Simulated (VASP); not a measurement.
A run of VASP 6.6.1 is set up as follows.

File INCAR:

```
SYSTEM = Ge4P3Ru
PREC     = Accurate       ! precision mode
ENCUT    = 600            ! plane-wave cutoff, eV
EDIFF    = 1E-6           ! SCF threshold, eV
ISMEAR   = 0              ! smearing method
SIGMA    = 0.1            ! smearing width, eV
LREAL    = .FALSE.        ! projectors in reciprocal space
LASPH    = .TRUE.         ! aspherical terms in the spheres
NELM     = 100            ! most SCF steps
ALGO     = Normal         ! electronic algorithm
ISIF     = 3              ! what is computed and relaxed
LWAVE    = .FALSE.        ! write WAVECAR
LCHARG   = .FALSE.        ! write CHGCAR
GGA      = PE             ! functional
IBRION   = 2              ! ionic algorithm
NSW      = 100            ! ionic steps
EDIFFG   = -0.01          ! ionic threshold
```

File KPOINTS:

```
Automatic mesh
0
G
  8 8 8
  0 0 0
```

The input POSCAR:

```
Ge4P3Ru
1.0
    5.1550728883      0.0000000000      0.0000000000
    0.0000000000      5.1550728883      0.0000000000
    0.0000000000      0.0000000000      5.1550728883
Ge P Ru
4 3 1
Direct
    0.5000000000      0.0000000000      0.0000000000
    0.5000000000      0.5000000000      0.5000000000
    0.0000000000      0.0000000000      0.5000000000
    0.0000000000      0.5000000000      0.0000000000
    0.0000000000      0.5000000000      0.5000000000
    0.5000000000      0.5000000000      0.0000000000
    0.5000000000      0.0000000000      0.5000000000
    0.0000000000      0.0000000000      0.0000000000
```

Potentials or basis: VASP PAW PBE potentials, release 64 (Ge_d, P, Ru_pv).

Run with:

```sh
$ cat potpaw_PBE.64/Ge_d/POTCAR potpaw_PBE.64/P/POTCAR potpaw_PBE.64/Ru_pv/POTCAR > POTCAR
$ mpirun -np 1 vasp_std > vasp.out
```

(1) Predict the band gap on the k mesh.

(2) Predict the space group after relaxing (to 0.1 Å).

## Answers

(1) zero (an odd number of electrons rules out a gap without spin polarisation).

(2) Pm-3m (No. 221).

Caveat: an odd number of electrons without spin polarisation forces a metal; a magnetic or distorted state may lie lower.
